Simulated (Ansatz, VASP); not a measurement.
HgSe3: VASP beside Ansatz

```
Hg Se
1.0
     5.44019    0.00000    0.00000
     0.00000    5.44019    0.00000
     0.00000    0.00000    2.94033
Hg Se
1 3
Direct
  0.00000 0.00000 0.00000
  0.00000 0.50000 0.50000
  0.50000 0.00000 0.50000
  0.50000 0.50000 0.00000
```

Alike in both runs: functional PBE; k mesh 4 × 4 × 4; occupations gaussian, width 0.1 eV; no spin polarisation.

Ansatz relaxed the structure, and its values are those at the end. VASP's run is a single point on that final structure, the one shown.

|  | VASP | Ansatz |
| --- | --- | --- |
| version | VASP 6.6.1 | Ansatz 0.2.0 |
| potentials or method | VASP PAW PBE potentials, release 64 (Hg, Se), cutoff 520 eV | scalar-relativistic, plane waves, PAW |
| valence electrons in the cell | 30 | 68 |

```tsv
	VASP	Ansatz	Ansatz less VASP
gap on the k mesh at the Fermi level (eV)	none	none	-
pressure (GPa)	0.3	0.1	-0.17
```

A gap of «none» marks a metal or a gap that the smearing closes. The functional is the same, so the differences come from potentials, cutoffs and numerics. VASP's potentials hold 30 valence electrons a cell and Ansatz's 68, so a difference there can come from the potentials and not from the codes.

The k mesh is coarse, so the values compare programs but aren't converged. Spin-orbit coupling is off throughout.
